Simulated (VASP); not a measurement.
**Ni: single point with r2SCAN**

Ni:

```
CELL_PARAMETERS angstrom
0.00000 1.73921 1.73921
1.73921 0.00000 1.73921
1.73921 1.73921 0.00000
ATOMIC_POSITIONS crystal
Ni 0.00000 0.00000 0.00000
```

```
Program                : VASP 6.6.1
Task                   : single point
Functional             : r2SCAN
Potentials or basis    : VASP PAW PBE potentials, release 64 (Ni)
Cutoff                 : 520 eV
k mesh                 : 22 × 22 × 22
Occupations            : gaussian, width 0.05 eV
Spin                   : collinear spin, ferromagnetic start
Starting moments       : [0.9] μB
Dipole correction      : no
Further INCAR settings : ALGO = Normal; EDIFF = 1e-06; NBANDS = 15
```

The pressure is 0.4 GPa and the net moment is 0.73 μB per cell. The site moments are Ni +0.75 μB. The valence electrons inside the program's atomic spheres are Ni 9.41.

Levels at points of the mesh, in eV from the Fermi level:
Spin up:
```tsv
k point	band 1	band 2	band 3	band 4	band 5	band 6	band 7	band 8	band 9	band 10
(0.00, 0.00, 0.00)	-9.67	-3.05	-3.05	-3.05	-1.71	-1.71	24.82	29.24	29.24	29.24
(0.50, 0.00, 0.00)	-5.49	-2.98	-2.97	-1.08	-1.08	-0.49	5.87	23.24	26.22	26.23
(0.50, 0.50, 0.00)	-5.29	-4.91	-0.99	-0.99	-0.96	2.49	9.63	15.72	15.72	20.49
```
Spin down:
```tsv
k point	band 1	band 2	band 3	band 4	band 5	band 6	band 7	band 8	band 9
(0.00, 0.00, 0.00)	-9.92	-1.72	-1.72	-1.72	-0.95	-0.95	24.56	29.35	29.35
(0.50, 0.00, 0.00)	-4.82	-2.06	-2.06	-0.70	0.17	0.17	6.57	23.13	26.51
(0.50, 0.50, 0.00)	-4.87	-3.88	-0.17	0.54	0.54	2.24	9.98	15.78	15.78
```

It took 2.7 min on 1 thread of Intel(R) Xeon(R) 6975P-C (Granite Rapids) (shared host), peak memory 0.18 GiB.

Caveat: the PAW data sets were made with another functional, which shifts forces and pressure a little.
